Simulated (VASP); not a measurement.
# RbGe6 (Im-3m) in VASP: density of states with PBE

Aim: the density of states of RbGe6 with PBE.

Everything below comes from runs of VASP 6.6.1. Logs are shortened: lines on timing, memory, paths and dates and some standing lists are left out, and cuts for length are marked.

**1. The cell of the first run**

It takes space group Im-3m (No. 229, cubic). Conventional cell: a = 7.198 Å, b = 7.198 Å, c = 7.198 Å, α = 90.00°, β = 90.00°, γ = 90.00°. Within 5.3 Å of Rb (site symmetry m-3m) lie 24 Ge at 4.02 Å. Within 3.4 Å of Ge (site symmetry -4m2) lie 4 Ge at 2.54 Å.

**2. Density of states, PBE**

Input file POSCAR:

```
RbGe6
1.0
   -3.5988839167      3.5988839167      3.5988839167
    3.5988839167     -3.5988839167      3.5988839167
    3.5988839167      3.5988839167     -3.5988839167
Rb Ge
1 6
Direct
    0.0000000000      0.0000000000      0.0000000000
    0.5000000000      0.7500000000      0.2500000000
    0.7500000000      0.2500000000      0.5000000000
    0.7500000000      0.5000000000      0.2500000000
    0.5000000000      0.2500000000      0.7500000000
    0.2500000000      0.7500000000      0.5000000000
    0.2500000000      0.5000000000      0.7500000000
```

Input file INCAR.step1:

```
PREC = Accurate
ENCUT = 520
EDIFF = 1E-6
ISMEAR = 0
SIGMA = 0.1
LREAL = False
LASPH = True
NELM = 100
ALGO = Normal
ISIF = 2
LWAVE = False
LCHARG = True
GGA = PE
NBANDS = 56
```

Input file KPOINTS.step1:

```
regular mesh
0
Gamma
  8 8 8
```

Input file INCAR.step2:

```
PREC = Accurate
ENCUT = 520
EDIFF = 1E-6
ISMEAR = -5
SIGMA = 0.1
LREAL = False
LASPH = True
NELM = 100
ALGO = Normal
ISIF = 2
LWAVE = False
LCHARG = False
GGA = PE
LORBIT = 10
NBANDS = 56
NEDOS = 1001
ICHARG = 11
```

Input file KPOINTS.step2:

```
regular mesh
0
Gamma
  12 12 12
```

Potentials or basis: VASP PAW PBE potentials, release 64 (Rb_sv, Ge_d).

Command:

```bash
> cat potpaw_PBE.64/Rb_sv/POTCAR potpaw_PBE.64/Ge_d/POTCAR > POTCAR
> cp INCAR.step1 INCAR
> cp KPOINTS.step1 KPOINTS
> mpirun -np 1 vasp_std > vasp.out
> cp INCAR.step2 INCAR
> cp KPOINTS.step2 KPOINTS
> mpirun -np 1 vasp_std > vasp.out
```

OUTCAR:

```text
PREC = Accurate
   ENCUT = 520
   EDIFF = 1E-6
   ISMEAR = -5
   LREAL = False
   LASPH = True
   NELM = 100
   ISIF = 2
   GGA = PE
   LORBIT = 10
   ICHARG = 11

 ion  position               nearest neighbor table
   1  0.000  0.000  0.000-   3 4.02   4 4.02   2 4.02   6 4.02   5 4.02   7 4.02   2 4.02   3 4.02
                             4 4.02   5 4.02   6 4.02   7 4.02   3 4.02   6 4.02   4 4.02   7 4.02
   2  0.500  0.750  0.250-   3 2.54   4 2.54   6 2.54   7 2.54   1 4.02   1 4.02   1 4.02   1 4.02

   3  0.750  0.250  0.500-   4 2.54   5 2.54   7 2.54   2 2.54   1 4.02   1 4.02   1 4.02   1 4.02

   4  0.750  0.500  0.250-   2 2.54   3 2.54   6 2.54   5 2.54   1 4.02   1 4.02   1 4.02   1 4.02

   5  0.500  0.250  0.750-   3 2.54   4 2.54   7 2.54   6 2.54   1 4.02   1 4.02   1 4.02   1 4.02

   6  0.250  0.750  0.500-   2 2.54   5 2.54   7 2.54   4 2.54   1 4.02   1 4.02   1 4.02   1 4.02

   7  0.250  0.500  0.750-   2 2.54   5 2.54   6 2.54   3 2.54   1 4.02   1 4.02   1 4.02   1 4.02

  LATTYP: Found a body centered cubic cell.
 ALAT       =     7.1977678334

  Lattice vectors:

 A1 = (  -3.5988839167,   3.5988839167,   3.5988839167)
 A2 = (   3.5988839167,  -3.5988839167,   3.5988839167)
 A3 = (   3.5988839167,   3.5988839167,  -3.5988839167)

Analysis of symmetry for initial positions (statically):
=====================================================================
 Subroutine PRICEL returns:
 Original cell was already a primitive cell.

 Routine SETGRP: Setting up the symmetry group for a
 body centered cubic supercell.

 Subroutine GETGRP returns: Found 48 space group operations
 (whereof 48 operations were pure point group operations)
 out of a pool of 48 trial point group operations.

The static configuration has the point symmetry O_h .

Analysis of symmetry for dynamics (positions and initial velocities):
=====================================================================
 Subroutine PRICEL returns:
 Original cell was already a primitive cell.

 Routine SETGRP: Setting up the symmetry group for a
 body centered cubic supercell.

 Subroutine GETGRP returns: Found 48 space group operations
 (whereof 48 operations were pure point group operations)
 out of a pool of 48 trial point group operations.

The dynamic configuration has the point symmetry O_h .

 Subroutine INISYM returns: Found 48 space group operations
 (whereof 48 operations are pure point group operations),
 and found     1 'primitive' translations

----------------------------------------------------------------------------------------

                                     Primitive cell

  volume of cell :     186.4505

  direct lattice vectors                    reciprocal lattice vectors
    -3.598883917  3.598883917  3.598883917     0.000000000  0.138931961  0.138931961
     3.598883917 -3.598883917  3.598883917     0.138931961  0.000000000  0.138931961
     3.598883917  3.598883917 -3.598883917     0.138931961  0.138931961  0.000000000

  length of vectors
     6.233449794  6.233449794  6.233449794     0.196479464  0.196479464  0.196479464

  position of ions in fractional coordinates (direct lattice)
     0.000000000  0.000000000  0.000000000
     0.500000000  0.750000000  0.250000000
     0.750000000  0.250000000  0.500000000
     0.750000000  0.500000000  0.250000000
     0.500000000  0.250000000  0.750000000
     0.250000000  0.750000000  0.500000000
     0.250000000  0.500000000  0.750000000

  ion indices of the primitive-cell ions
   primitive index   ion index
                 1           1
                 2           2
                 3           3
                 4           4
                 5           5
                 6           6
                 7           7

----------------------------------------------------------------------------------------

 KPOINTS: regular mesh

Automatic generation of k-mesh.
 Grid dimensions read from file:
 generate k-points for:   12   12   12

 Generating k-lattice:

  Cartesian coordinates                     Fractional coordinates (reciprocal lattice)
     0.000000000  0.011577663  0.011577663     0.083333333  0.000000000  0.000000000
     0.011577663  0.000000000  0.011577663     0.000000000  0.083333333  0.000000000
     0.011577663  0.011577663  0.000000000     0.000000000  0.000000000  0.083333333

  Length of vectors
     0.016373289  0.016373289  0.016373289

  Shift w.r.t. Gamma in fractional coordinates (k-lattice)
     0.000000000  0.000000000  0.000000000

 TETIRR: Found   1910 inequivalent tetrahedra from    10368

 Subroutine IBZKPT returns following result:
 ===========================================

 Found     72 irreducible k-points:

 Following reciprocal coordinates:
            Coordinates               Weight
  0.000000  0.000000  0.000000      1.000000
  0.083333  0.000000  0.000000     12.000000
  0.166667  0.000000  0.000000     12.000000
  0.250000  0.000000  0.000000     12.000000
  0.333333  0.000000  0.000000     12.000000
  0.416667  0.000000  0.000000     12.000000
[... 16 lines left out ...]
  0.333333  0.083333  0.083333     24.000000
  0.416667  0.083333  0.083333     12.000000
 [... further k-points ...]
   k-points           NKPTS =     72   k-points in BZ     NKDIM =     72   number of bands    NBANDS=     56
   number of dos      NEDOS =   1001   number of ions     NIONS =      7
   total plane-waves  NPLWV = 110592
   dimension x,y,z NGX =    48 NGY =   48 NGZ =   48
   dimension x,y,z NGXF=    96 NGYF=   96 NGZF=   96
   ions per type =               1   6
   NGX,Y,Z   is equivalent  to a cutoff of  12.80, 12.80, 12.80 a.u.
   NGXF,Y,Z  is equivalent  to a cutoff of  25.60, 25.60, 25.60 a.u.
 SYSTEM =  unknown system
   PREC   = accura    normal or accurate (medium, high low for compatibility)
   ISTART =      0    job   : 0-new  1-cont  2-samecut
   ICHARG =     11    charge: 1-file 2-atom 10-const
   ISPIN  =      1    spin polarized calculation?
   LNONCOLLINEAR =      F non collinear calculations
   LSORBIT =      F    spin-orbit coupling
   LASPH  =      T    aspherical Exc in radial PAW
   ENCUT  =  520.0 eV  38.22 Ry    6.18 a.u.  11.59 11.59 11.59*2*pi/ulx,y,z
   NELM   =    100;   NELMIN=  2; NELMDL=  0     # of ELM steps
   EDIFF  = 0.1E-05   stopping-criterion for ELM
   LREAL  =      F    real-space projection
   EDIFFG = 0.1E-04   stopping-criterion for IOM
   NSW    =      0    number of steps for IOM
   IBRION =     -1    ionic relax: 0-MD 1-quasi-New 2-CG
   NFREE  =      0    steps in history (QN), initial steepest desc. (CG)
   ISIF   =      2    stress and relaxation
   ISYM   =      2    0-nonsym 1-usesym 2-fastsym
   POTIM  = 0.5000    time-step for ionic-motion
   TEBEG  =    0.0;   TEEND  =   0.0 temperature during run
   PSTRESS=    0.0 pullay stress
   NELECT =      93.0000    total number of electrons
   NUPDOWN=      -1.0000    fix difference up-down
   EMIN   =  10.00;   EMAX   =-10.00  energy-range for DOS
   EFERMI =   0.00;   METHOD = LEGACY
   ISMEAR =    -5;   SIGMA  =   0.10  broadening in eV -4-tet -1-fermi 0-gaus
   EFERMI_NEDOS =   21; number of points for ismear=-14 and -15
   IALGO  =     38    algorithm
   IMIX   =      4    mixing-type and parameters
     AMIX     =   0.40;   BMIX     =  1.00
     AMIX_MAG =   1.60;   BMIX_MAG =  1.00
  volume/ion in A,a.u.               =      26.64       179.75
  Fermi-wavevector in a.u.,A,eV,Ry     =   1.298319  2.453467 22.934408  1.685631
  Thomas-Fermi vector in A             =   2.429655
   LORBIT       =     10    0 simple, 1 ext, 2 COOP (PROOUT), +10 PAW based schemes
   GGA     = PE    functional components
   LHFCALC =     F    Hartree Fock is set to
   AEXX    =    0.0000 exact exchange contribution
   IVDW    =     0    specifies the selected vdW correction
   LEPSILON=     F    determine dielectric tensor
   LRPA    =     F    only Hartree local field effects (RPA)
 non-spin polarized calculation
 Fermi weights with tetrahedron method with Bloechl corrections
  energy-cutoff  :      520.00
  volume of cell :      186.45
 maximum number of plane-waves:      5057

 number of electron      92.9999916 magnetization

 Free energy of the ion-electron system (eV)
  ---------------------------------------------------
  ext. energy  EPLUGINS =         0.00000000
  ---------------------------------------------------
  free energy    TOTEN  =       -28.19316955 eV

  energy without entropy =      -28.19316955  energy(sigma->0) =      -28.19316955

 E-fermi :   4.0361     XC(G=0):  -9.2105

 val. band max:        4.0529188861   @ k =  -0.4167  -0.4167   0.2500
 cond. band min:       3.9940444247   @ k =  -0.4167   0.5000   0.3333
 fundamental gap:     -0.0588744614
 Fermi energy:         4.0360699228

 k-point     1 :       0.0000    0.0000    0.0000
  band No.  band energies     occupation
      1     -24.0152      2.00000
      2     -20.9228      2.00000
      3     -20.9228      2.00000
      4     -20.9228      2.00000
      5     -20.9071      2.00000
      6     -20.8921      2.00000
[... 48 lines left out ...]
     55       9.5168      0.00000
     56       9.5879      0.00000

 k-point     2 :       0.0833    0.0000    0.0000
  band No.  band energies     occupation
      1     -24.0152      2.00000
      2     -20.9240      2.00000
      3     -20.9232      2.00000
      4     -20.9217      2.00000
      5     -20.9069      2.00000
      6     -20.8916      2.00000
[... 48 lines left out ...]
     55       8.9325      0.00000
     56       9.3125      0.00000

 k-point     3 :       0.1667    0.0000    0.0000
  band No.  band energies     occupation
      1     -24.0152      2.00000
      2     -20.9269      2.00000
      3     -20.9246      2.00000
      4     -20.9184      2.00000
      5     -20.9055      2.00000
      6     -20.8900      2.00000
[... 1172 lines left out ...]
 k-point    23 :       0.3333    0.0833    0.0833
  band No.  band energies     occupation
      1     -24.0151      2.00000
      2     -20.9414      2.00000
      3     -20.9207      2.00000
      4     -20.9032      2.00000
      5     -20.8924      2.00000
      6     -20.8845      2.00000
[... 48 lines left out ...]
     55       8.6869      0.00000
     56       8.8470      0.00000

 k-point    24 :       0.4167    0.0833    0.0833
  band No.  band energies     occupation
      1     -24.0150      2.00000
      2     -20.9422      2.00000
      3     -20.9210      2.00000
      4     -20.9006      2.00000
      5     -20.8889      2.00000
      6     -20.8851      2.00000
[... 48 lines left out ...]
     55       8.8595      0.00000
     56       9.0147      0.00000

 [... further k-points ...]

------------------------ aborting loop because EDIFF is reached ----------------------------------------

  FORCE on cell =-STRESS in cart. coord.  units (eV):
  Direction    XX          YY          ZZ          XY          YZ          ZX
  --------------------------------------------------------------------------------------
  -------------------------------------------------------------------------------------
  Total       -0.1445377     -0.1445377     -0.1445377     -0.0000000      0.0000000      0.0000000
  in kB       -1.2420192     -1.2420192     -1.2420192     -0.0000000      0.0000000      0.0000000
  external PRESSURE =      -1.2420192 kB  Pullay stress =       0.0000000 kB

 VOLUME and BASIS-vectors are now :
 -----------------------------------------------------------------------------
  energy-cutoff  :      520.00
  volume of cell :      186.45
      direct lattice vectors                 reciprocal lattice vectors
    -3.598883917  3.598883917  3.598883917     0.000000000  0.138931961  0.138931961
     3.598883917 -3.598883917  3.598883917     0.138931961  0.000000000  0.138931961
     3.598883917  3.598883917 -3.598883917     0.138931961  0.138931961  0.000000000

 POSITION                                       TOTAL-FORCE (eV/Angst)
 -----------------------------------------------------------------------------------
      0.00000      0.00000      0.00000        -0.000000     -0.000000     -0.000000
      1.79944      0.00000      3.59888         0.000000     -0.000000      0.000000
      0.00000      3.59888      1.79944        -0.000000      0.000000     -0.000000
      0.00000      1.79944      3.59888         0.000000     -0.000000      0.000000
      1.79944      3.59888      0.00000        -0.000000      0.000000     -0.000000
      3.59888      0.00000      1.79944         0.000000     -0.000000      0.000000
      3.59888      1.79944      0.00000        -0.000000     -0.000000     -0.000000
 -----------------------------------------------------------------------------------
    total drift:                               -0.000000     -0.000000      0.000000

  FREE ENERGIE OF THE ION-ELECTRON SYSTEM (eV)
  ---------------------------------------------------
  free  energy   TOTEN  =       -28.1931695520 eV

  energy  without entropy=      -28.1931695520  energy(sigma->0) =      -28.19316955

 total charge

# of ion       s       p       d       tot
------------------------------------------
    1        1.943   5.340   0.021   7.304
    2        1.160   1.149  10.014  12.323
    3        1.160   1.149  10.014  12.323
    4        1.160   1.149  10.014  12.323
    5        1.160   1.149  10.014  12.323
    6        1.160   1.149  10.014  12.323
    7        1.160   1.149  10.014  12.323
--------------------------------------------------
tot          8.904  12.232  60.106  81.241
```

It took 6 min on 1 thread of Intel Xeon 6975P-C (Granite Rapids), shared host; peak memory 0.67 GiB.

Results:

| Quantity | Value |
| --- | --- |
| Valence electrons inside the program's atomic spheres | Rb 7.30; Ge 12.32 |

Levels at points of the mesh, in eV from the Fermi level:
```
           k point  band 42  band 43  band 44  band 45  band 46  band 47  band 48  band 49  band 50  band 51
(0.00, 0.00, 0.00)    -3.13    -3.13    -2.37    -2.37    -2.37     0.76     0.76     1.88     1.88     1.88
(0.50, 0.00, 0.00)    -3.69    -3.46    -2.35    -1.71    -1.15     0.07     1.00     1.42     1.60     2.21
(0.50, 0.50, 0.50)    -2.28    -2.28    -1.29    -0.43    -0.43    -0.43    -0.41    -0.41    -0.41     2.42
```

Caveat: tetrahedron occupations give inexact forces and stress in metals.
